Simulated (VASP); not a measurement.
# BP (F-43m) in VASP: a series of runs, part 3 of 3

VASP 6.6.1.

## 5. Vibrations by perturbation theory, PBEsol

This run uses another cell than the first one, of 11.61 Å³/atom, 0.986 times its volume.

INCAR reads:

```
PREC     = Accurate       # precision mode
ENCUT    = 520            # plane-wave cutoff, eV
EDIFF    = 1E-8           # SCF threshold, eV
ISMEAR   = 0              # smearing method
SIGMA    = 0.01           # smearing width, eV
LREAL    = False          # projectors in reciprocal space
LASPH    = True           # aspherical terms in the spheres
NELM     = 60             # most SCF steps
ALGO     = Normal         # electronic algorithm
ISIF     = 2              # what is computed and relaxed
LWAVE    = False          # write WAVECAR
LCHARG   = False          # write CHGCAR
GGA      = PS             # functional
IBRION   = 8              # ionic algorithm
NSW      = 1              # ionic steps
LEPSILON = True           # dielectric tensor by DFPT
```

KPOINTS reads:

```
Automatic mesh
0
Gamma
  10 10 10
```

POSCAR reads:

```
BP
1.0
    0.0000000000      2.2645377560      2.2645377560
    2.2645377560      0.0000000000      2.2645377560
    2.2645377560      2.2645377560      0.0000000000
B P
1 1
Direct
    0.0000000000      0.0000000000      0.0000000000
    0.7500000000      0.7500000000      0.7500000000
```

Potentials or basis: VASP PAW PBE potentials, release 64 (B, P).

On the command line:

```console
cat potpaw_PBE.64/B/POTCAR potpaw_PBE.64/P/POTCAR > POTCAR
mpirun -np 1 vasp_std > vasp.out
```

OUTCAR:

```text
PREC = Accurate
   ENCUT = 520
   EDIFF = 1E-8
   ISMEAR = 0
   LREAL = False
   LASPH = True
   NELM = 60
   ISIF = 2
   GGA = PS
   IBRION = 8
   NSW = 1
   LEPSILON = True

 ion  position               nearest neighbor table
   1  0.000  0.000  0.000-   2 1.96   2 1.96   2 1.96   2 1.96
   2  0.750  0.750  0.750-   1 1.96   1 1.96   1 1.96   1 1.96

  LATTYP: Found a face centered cubic cell.
 ALAT       =     4.5290755120

  Lattice vectors:

 A1 = (   0.0000000000,   2.2645377560,   2.2645377560)
 A2 = (   2.2645377560,   0.0000000000,   2.2645377560)
 A3 = (   2.2645377560,   2.2645377560,   0.0000000000)

Analysis of symmetry for initial positions (statically):
=====================================================================
 Subroutine PRICEL returns:
 Original cell was already a primitive cell.

 Routine SETGRP: Setting up the symmetry group for a
 face centered cubic supercell.

 Subroutine GETGRP returns: Found 24 space group operations
 (whereof 24 operations were pure point group operations)
 out of a pool of 48 trial point group operations.

The static configuration has the point symmetry T_d .

Analysis of symmetry for dynamics (positions and initial velocities):
=====================================================================
 Subroutine PRICEL returns:
 Original cell was already a primitive cell.

 Routine SETGRP: Setting up the symmetry group for a
 face centered cubic supercell.

 Subroutine GETGRP returns: Found 24 space group operations
[... 522 lines left out ...]
          XX          YY          ZZ          XY          YZ          ZX
  --------------------------------------------------------------------------------
  x     0.00000     0.00000    -0.00000     0.00000    -0.12162     0.00000
  y     0.00000     0.00000    -0.00000     0.00000     0.00000    -0.12162
  z    -0.00000     0.00000     0.00000    -0.12162     0.00000     0.00000

 BORN EFFECTIVE CHARGES (including local field effects) (in |e|, cummulative output)
 ---------------------------------------------------------------------------------
 ion    1
    1    -0.52149    -0.00000    -0.00000
    2     0.00000    -0.52149     0.00000
    3     0.00000    -0.00000    -0.52149
 ion    2
    1     0.52149     0.00000     0.00000
    2     0.00000     0.52149    -0.00000
    3     0.00000     0.00000     0.52149

 INTERNAL STRAIN TENSOR FOR ION    2 for displacements in x,y,z  (eV/Angst):
          X           Y           Z          XY          YZ          ZX
  --------------------------------------------------------------------------------
  x     0.00000     0.00000     0.00000     0.00000     7.23715     0.00000
  y     0.00000     0.00000     0.00000     0.00000     0.00000     7.23715
  z     0.00000     0.00000     0.00000     7.23715     0.00000     0.00000

 SECOND DERIVATIVES (NOT SYMMETRIZED)
 ------------------------------------
               1X          1Y          1Z          2X          2Y          2Z
  1X   -19.145267    0.000000    0.000000   19.145267    0.000000    0.000000
  1Y     0.000000  -19.145267    0.000000    0.000000   19.145267    0.000000
  1Z     0.000000    0.000000  -19.145267    0.000000    0.000000   19.145267
  2X    19.143791    0.000000    0.000000  -19.143791    0.000000    0.000000
  2Y     0.000000   19.143791    0.000000    0.000000  -19.143791    0.000000
  2Z     0.000000    0.000000   19.143791    0.000000    0.000000  -19.143791

 Eigenvectors and eigenvalues of the dynamical matrix
 ----------------------------------------------------

   1 f  =   24.163271 THz   151.822312 2PiTHz  805.999976 cm-1    99.931216 meV
             X         Y         Z           dx          dy          dz
      0.000000  0.000000  0.000000     0.860979   -0.000000    0.000000
      3.396807  3.396807  3.396807    -0.508640    0.000000    0.000000
[... 21 lines left out ...]
   6 f/i=    0.000408 THz     0.002562 2PiTHz    0.013603 cm-1     0.001687 meV
             X         Y         Z           dx          dy          dz
      0.000000  0.000000  0.000000    -0.379488    0.338679    0.000000
      3.396807  3.396807  3.396807    -0.642362    0.573286    0.000000

--------------------------------------------------------------------------------------------------------

 MACROSCOPIC STATIC DIELECTRIC TENSOR IONIC CONTRIBUTION
 ------------------------------------------------------
           0.110672     0.000000     0.000000
           0.000000     0.110672    -0.000000
           0.000000    -0.000000     0.110672
 ------------------------------------------------------

 ELASTIC MODULI CONTR FROM IONIC RELAXATION (kBar)
 Direction    XX          YY          ZZ          XY          YZ          ZX
 --------------------------------------------------------------------------------
 XX          -0.0000      0.0000      0.0000      0.0000     -0.0000      0.0000
 YY           0.0000     -0.0000      0.0000      0.0000      0.0000     -0.0000
 ZZ           0.0000      0.0000     -0.0000     -0.0000      0.0000      0.0000
 XY           0.0000      0.0000     -0.0000   -200.2416      0.0000      0.0000
 YZ          -0.0000      0.0000      0.0000      0.0000   -200.2416      0.0000
 ZX           0.0000     -0.0000      0.0000      0.0000      0.0000   -200.2416
 --------------------------------------------------------------------------------

 PIEZOELECTRIC TENSOR IONIC CONTR  for field in x, y, z        (C/m^2)
          XX          YY          ZZ          XY          YZ          ZX
  --------------------------------------------------------------------------------
  x     0.00000    -0.00000    -0.00000     0.00000     0.14008     0.00000
  y    -0.00000     0.00000    -0.00000    -0.00000     0.00000     0.14008
  z    -0.00000    -0.00000     0.00000     0.14008     0.00000    -0.00000
```

OSZICAR:

```text
N       E                     dE             d eps       ncg     rms          rms(c)
DAV:   1     0.946199590968E+01    0.94620E+01   -0.41094E+03   752   0.910E+02
DAV:   2    -0.141335591926E+02   -0.23596E+02   -0.22719E+02  1224   0.112E+02
DAV:   3    -0.143937097881E+02   -0.26015E+00   -0.26015E+00   864   0.155E+01
DAV:   4    -0.143942915082E+02   -0.58172E-03   -0.58172E-03  1240   0.741E-01
[... 151 lines left out ...]
RMM:   7    -0.407321794979E-01    0.26900E-07    0.24970E-07  4587   0.665E-04    0.102E-04
RMM:   8    -0.407313787225E-01    0.80078E-06    0.23706E-07  4686   0.126E-04    0.231E-05
RMM:   9    -0.407312665876E-01    0.11213E-06    0.21863E-07  4778   0.383E-05    0.623E-06
RMM:  10    -0.407313208516E-01   -0.54264E-07    0.22069E-09  4805   0.106E-05    0.918E-06
RMM:  11    -0.407313132310E-01    0.76206E-08    0.50982E-09  4223   0.352E-06    0.906E-07
 Linear response finished
```

Run time: 3.2 min. Hardware: 1 thread of Intel Xeon 8259CL, shared host; peak memory 0.21 GiB.

What came out:

```yaml
Electronic_dielectric_tensor_diagonal: 9.43
Born_charges_mean_of_the_diagonal: B -0.52; P +0.52 e
Highest_phonon_frequency_at_Γ_LO-TO_splitting_left_out: 806 cm⁻¹
```

Phonon frequencies in cm⁻¹ (negative: imaginary):
```
              q point        frequencies
(0.000, 0.000, 0.000)  0 0 0 806 806 806
```

Electronic dielectric tensor:
```
9.43 0.00 0.00
0.00 9.43 0.00
0.00 0.00 9.43
```

Born effective charge tensors (e):
atom 1, B
```
-0.52  0.00  0.00
 0.00 -0.52  0.00
 0.00  0.00 -0.52
```
atom 2, P
```
0.52 0.00 0.00
0.00 0.52 0.00
0.00 0.00 0.52
```

Caveat: the PAW data sets were made with another functional, which shifts forces and pressure a little.
